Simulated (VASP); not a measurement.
# CdS (P3m1) in VASP: further runs, part 2 of 2

VASP 6.6.1. The steps go on from the part before.

## Step 5: Single point, LDA (45.64 Å³/atom)

This run uses another cell than the first one.

Contents of INCAR:

```
ALGO = Normal
EDIFF = 1E-7
ENCUT = 520
ISIF = 2
ISMEAR = -1
LASPH = T
LCHARG = T
LELF = T
LREAL = F
LVHAR = T
LWAVE = F
NBANDS = 16
NELM = 60
PREC = Accurate
SIGMA = 0.05
```

Contents of KPOINTS:

```
k-points
0
Gamma
  7 7 5
```

Contents of POSCAR:

```
CdS
1.0
    4.2611695877      0.0000000000      0.0000000000
   -2.1305847939      3.6902811128      0.0000000000
    0.0000000000      0.0000000000      5.8041729400
Cd S
1 1
Direct
    0.0000000000      0.0000000000      0.4426919200
    0.6666666667      0.3333333333      0.4343080800
```

Potentials or basis: VASP PAW LDA potentials, release 64 (Cd, S).

Command:

```console
> cat potpaw_LDA.64/Cd/POTCAR potpaw_LDA.64/S/POTCAR > POTCAR
> mpirun -np 1 vasp_std > vasp.out
```

OUTCAR:

```text
EDIFF = 1E-7
   ENCUT = 520
   ISIF = 2
   ISMEAR = -1
   LASPH = T
   LREAL = F
   NELM = 60
   PREC = Accurate

 ion  position               nearest neighbor table
   1  0.000  0.000  0.443-   2 2.46   2 2.46   2 2.46
   2  0.667  0.333  0.434-   1 2.46   1 2.46   1 2.46

  LATTYP: Found a hexagonal cell.
 ALAT       =     4.2611695877
 C/A-ratio  =     1.3621079426

  Lattice vectors:

 A1 = (   4.2611695877,   0.0000000000,   0.0000000000)
 A2 = (  -2.1305847939,   3.6902811128,   0.0000000000)
[... 623 lines left out ...]
      3      -9.8746      2.00000
      4      -9.5848      2.00000
      5      -9.5260      2.00000
      6      -9.2201      2.00000
[... 8 lines left out ...]
     15       7.4938      0.00000
     16       8.0149      0.00000

 [... further k-points ...]
[... 5 lines left out ...]
  --------------------------------------------------------------------------------------
  -------------------------------------------------------------------------------------
  Total       -1.9073070     -1.9073070     -0.0636889      0.0000000      0.0000000      0.0000000
  in kB      -33.4813203    -33.4813203     -1.1180109      0.0000000      0.0000000      0.0000000
  external PRESSURE =     -22.6935505 kB  Pullay stress =       0.0000000 kB

 VOLUME and BASIS-vectors are now :
 -----------------------------------------------------------------------------
  energy-cutoff  :      520.00
  volume of cell :       91.27
      direct lattice vectors                 reciprocal lattice vectors
     4.261169588  0.000000000  0.000000000     0.234677353  0.135491033  0.000000000
    -2.130584794  3.690281113  0.000000000     0.000000000  0.270982066  0.000000000
     0.000000000  0.000000000  5.804172940     0.000000000  0.000000000  0.172289835

 POSITION                                       TOTAL-FORCE (eV/Angst)
 -----------------------------------------------------------------------------------
      0.00000      0.00000      2.56946        -0.000000      0.000000     -0.023496
      2.13058      1.23009      2.52080         0.000000     -0.000000      0.023496
 -----------------------------------------------------------------------------------
    total drift:                                0.000001      0.000000      0.000030

  FREE ENERGIE OF THE ION-ELECTRON SYSTEM (eV)
  ---------------------------------------------------
  free  energy   TOTEN  =        -6.5991827814 eV

  energy  without entropy=       -6.5991826234  energy(sigma->0) =       -6.59918270
```

Wall time 31 s (1 thread of Intel Xeon Platinum 8259CL at 2.50GHz (Skylake/Cascade Lake), shared host); peak memory 0.19 GiB.

Results:

```yaml
Free_energy: -6.5992 eV
Pressure: -2.3 GPa
Largest_force: 0.023 eV/Å
Band_gap_on_the_k_mesh: 1.29 eV
```

Forces on the atoms (eV/Å):
```
Cd   0.000  0.000 -0.023
S    0.000  0.000  0.023
```

Caveat: an odd mesh through Γ misses points on the zone boundary, where band edges can lie.

## Step 6: Single point, LDA (46.55 Å³/atom)

This run uses another cell than the first one.

Contents of INCAR:

```
SYSTEM = CdS
  PREC = Accurate
  ENCUT = 520
  EDIFF = 1E-6
  ISMEAR = -1
  SIGMA = 0.05
  LREAL = .FALSE.
  LASPH = .TRUE.
  NELM = 80
  ALGO = Normal
  ISIF = 2
  LWAVE = .FALSE.
  LCHARG = .TRUE.
  GGA = CA
  LELF = .TRUE.
  LVHAR = .TRUE.
  NBANDS = 16
```

Contents of KPOINTS:

```
Automatic mesh
0
G
  7 7 5
  0 0 0
```

Contents of POSCAR:

```
CdS
1.0
    4.2893900763      0.0000000000      0.0000000000
   -2.1446950382      3.7147207728      0.0000000000
    0.0000000000      0.0000000000      5.8426122916
Cd S
1 1
Direct
    0.0000000000      0.0000000000      0.4426919200
    0.6666666667      0.3333333333      0.4343080800
```

Potentials or basis: VASP PAW LDA potentials, release 64 (Cd, S).

Command:

```console
> cat potpaw_LDA.64/Cd/POTCAR potpaw_LDA.64/S/POTCAR > POTCAR
> mpirun -np 1 vasp_std > vasp.out
```

It took 29 s on 1 thread of Intel Xeon Platinum 8259CL at 2.50GHz (Skylake/Cascade Lake), shared host; peak memory 0.2 GiB.

Results (log left out):

```yaml
Free_energy: -6.5709 eV
Pressure: -2.7 GPa
Largest_force: 0.028 eV/Å
Band_gap_on_the_k_mesh: 1.24 eV (least direct gap 1.25 eV)
```

Forces on the atoms (eV/Å):
```
Cd   0.000  0.000 -0.028
S    0.000  0.000  0.028
```

Stress tensor (GPa, compression positive):
```
-4.02  0.00  0.00
 0.00 -4.02  0.00
 0.00  0.00 -0.10
```

Levels at points of the mesh, in eV from the valence-band top:
| k point | band 5 | band 6 | band 7 | band 8 | band 9 | band 10 | band 11 | band 12 | band 13 | band 14 |
| --- | --- | --- | --- | --- | --- | --- | --- | --- | --- | --- |
| (0.00, 0.00, 0.00) | -7.12 | -6.91 | -0.98 | -0.01 | -0.01 | 1.24 | 5.51 | 6.77 | 6.77 | 6.78 |

Caveat: an odd mesh through Γ misses points on the zone boundary, where band edges can lie.

## Step 7: Overview

```tsv
level	potentials or basis	cell	gap on the mesh (eV)	pressure (GPa)	largest force (eV/Å)
PBEsol	VASP PAW PBE potentials, release 64 (Cd, S)	a = 4.204, b = 4.204, c = 5.726 Å, angles 90.0, 90.0, 120.0°, 2 atoms	1.49	-0.1	-
LDA	VASP PAW LDA potentials, release 64 (Cd, S)	a = 4.233, b = 4.233, c = 5.765 Å, angles 90.0, 90.0, 120.0°, 2 atoms	1.32	-1.8	0.02
PBEsol	VASP PAW PBE potentials, release 64 (Cd, S)	a = 4.233, b = 4.233, c = 5.765 Å, angles 90.0, 90.0, 120.0°, 2 atoms	1.46	-0.8	0.01
LDA	VASP PAW LDA potentials, release 64 (Cd, S)	a = 4.261, b = 4.261, c = 5.804 Å, angles 90.0, 90.0, 120.0°, 2 atoms	1.29	-2.3	0.02
LDA	VASP PAW LDA potentials, release 64 (Cd, S)	a = 4.289, b = 4.289, c = 5.843 Å, angles 90.0, 90.0, 120.0°, 2 atoms	1.24	-2.7	0.03
```

Alike in all rows: task single point; no spin polarisation; k mesh 7 × 7 × 5; cutoff (eV) 520; smearing fermi-dirac 0.05 eV.

Caveats: an odd mesh through Γ misses points on the zone boundary, where band edges can lie; the PAW data sets were made with another functional, which shifts forces and pressure a little (at least some runs).

Total energies depend on the potentials used, so only differences within one code and one set of settings carry meaning.
